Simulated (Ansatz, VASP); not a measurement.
# Two plane-wave programs on InSb

```
CELL_PARAMETERS angstrom
0.00000 3.26342 2.72039
3.26342 0.00000 2.72039
3.26342 3.26342 0.00000
ATOMIC_POSITIONS crystal
In 0.00000 0.00000 0.00000
Sb 0.50000 0.50000 0.50000
```

Alike in both runs: task single point; functional PBEsol; k mesh 14 × 14 × 14; occupations gaussian, width 0.15 eV; no spin polarisation.

|  | VASP | Ansatz |
| --- | --- | --- |
| version | VASP 6.6.1 | Ansatz 0.2.0 |
| potentials or method | VASP PAW PBE potentials, release 64 (In_d, Sb), cutoff 520 eV | scalar-relativistic, plane waves, PAW |
| valence electrons in the cell | 18 | 28 |

Ansatz gave:

| Property | Result |
| --- | --- |
| gap on the k mesh at the Fermi level (eV) | none |
| pressure (GPa) | 1.5 |
| traceless stress, the component that is largest in VASP (GPa) | 13.47 |

Q: Estimate VASP's values.

A: gap on the k mesh at the Fermi level (eV): none; pressure (GPa): 1.5; traceless stress, the component that is largest in VASP (GPa): 13.46.

VASP's potentials were made for PBE, not for PBEsol, and Ansatz warns of the same on its side. A gap of «none» marks a metal or a gap that the smearing closes. VASP's potentials hold 18 valence electrons a cell and Ansatz's 28, so a difference there can come from the potentials and not from the codes.

Spin-orbit coupling is off throughout.
